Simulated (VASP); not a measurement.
Mg: single point with PBE

Mg:

```
Mg
1.0
     3.19531    0.00000    0.00000
    -1.59766    2.76722    0.00000
     0.00000    0.00000    5.18794
Mg
2
Direct
  0.33333 0.66667 0.25000
  0.66667 0.33333 0.75000
```

```json
{
  "Program": "VASP 6.6.1",
  "Task": "single point",
  "Functional": "PBE",
  "Potentials or basis": "VASP PAW PBE potentials, release 64 (Mg)",
  "Cutoff": "520 eV",
  "k mesh": "3 × 3 × 2",
  "Occupations": "fermi-dirac, width 0.1 eV",
  "Spin": "no spin polarisation"
}
```

| Quantity | Value |
| --- | --- |
| Pressure | 0.6 GPa |
| Band gap on the k mesh | zero (band 2 reaches 2.97 eV, above the bottom of band 3 at 1.39 eV) |

Stress tensor (GPa, compression positive):
```
 1.30  0.00  0.00
 0.00  1.30  0.00
 0.00  0.00 -0.65
```

Levels at points of the mesh, in eV from the Fermi level:
```
           k point  band 1  band 2  band 3  band 4  band 5  band 6  band 7
(0.00, 0.00, 0.00)   -7.28   -2.01   -1.60   10.59   10.59   10.73   10.73
(0.00, 0.00, 0.50)   -5.88   -5.88    4.70    4.70   11.35   11.35   11.35
```

Run time: 3 s on 1 thread of Intel Xeon 6975P-C, on a shared host, peak memory 0.15 GiB.

Caveat: the k points lie up to 0.76 Å⁻¹ apart.
